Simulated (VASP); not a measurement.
A run of VASP 6.6.1 is set up as follows.

The input INCAR:

```
SYSTEM = Mg4Cd
PREC = Accurate ; ENCUT = 520
EDIFF = 1E-6 ; ISMEAR = 0
SIGMA = 0.1 ; LREAL = .False.
LASPH = .True. ; NELM = 60
ALGO = Fast ; ISIF = 2
LWAVE = .False. ; LCHARG = .False.
GGA = PE ; NBANDS = 18
```

File KPOINTS:

```
regular mesh
0
Gamma
  8 8 8
  0 0 0
```

File POSCAR:

```
Mg4Cd
1.0
    2.4057297542     -5.2655355182      0.0000000000
    2.4057297542      5.2655355182      0.0000000000
    0.0000000000      0.0000000000      4.8560446371
Mg Cd
4 1
Direct
    0.6506380200      0.3493619800      0.0000000000
    0.8447537736      0.1552462264      0.5000000000
    0.3493619800      0.6506380200      0.0000000000
    0.1552462264      0.8447537736      0.5000000000
    0.5000000000      0.5000000000      0.5000000000
```

Potentials or basis: VASP PAW PBE potentials, release 64 (Mg, Cd).

Command:

```sh
$ cat potpaw_PBE.64/Mg/POTCAR potpaw_PBE.64/Cd/POTCAR > POTCAR
$ mpirun -np 1 vasp_std > vasp.out
```

**Question.** Predict the band gap on the k mesh.

**Answer.** Zero (bands 10 and 11 overlap by 2.20 eV).

**Question.** What does it give for the largest force?

**Answer.** 0.004 eV/Å.

**Question.** Estimate the pressure.

**Answer.** -0.1 GPa.

Forces on the atoms (eV/Å):
```
Mg   0.000 -0.001  0.000
Mg   0.000  0.004  0.000
Mg   0.000  0.001  0.000
Mg   0.000 -0.004  0.000
Cd   0.000  0.000  0.000
```
